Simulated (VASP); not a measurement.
Crystal: TiN (sol).

```
Ti N
1.0
     0.00000    2.12062    2.12062
     2.12062    0.00000    2.12062
     2.12062    2.12062    0.00000
Ti N
1 1
Direct
  0.00000 0.00000 0.00000
  0.50000 0.50000 0.50000
```

| Quantity | Value |
| --- | --- |
| Program | VASP 6.6.1 |
| Task | relaxation of cell and atoms |
| Functional | PBEsol |
| Potentials or basis | VASP PAW PBE potentials, release 64 (Ti_sv, N) |
| Cutoff | 600 eV |
| k mesh | 18 × 18 × 18 |
| Occupations | gaussian, width 0.1 eV |
| Spin | no spin polarisation |

At the start: pressure -7.2 GPa; volume 9.54 Å³/atom.

Q: Where does the relaxation end?

A: Over 4 steps the energy falls by 5.5 meV/atom and the volume is 9.30 Å³/atom (-2.5 %); space group Fm-3m (No. 225, to 0.05 Å).

The path:
```
step  energy change (eV)  largest force (eV/Å)  pressure (GPa)  volume (Å³)
   1              0.0000                0.0000           -7.17        19.07
   2              0.0136                0.0000           11.96        17.92
   3             -0.0109                0.0000           -0.06        18.60
   4             -0.0109                0.0000            0.02        18.59
```

Final structure:
```xyz
2
Lattice="0.0000 2.1026 2.1026 2.1026 0.0000 2.1026 2.1026 2.1026 0.0000" Properties=species:S:1:pos:R:3 pbc="T T T"
Ti    2.1026    2.1026    4.2052
N     2.1026    2.1026    2.1026
```

Caveat: the PAW data sets were made with another functional, which shifts forces and pressure a little.
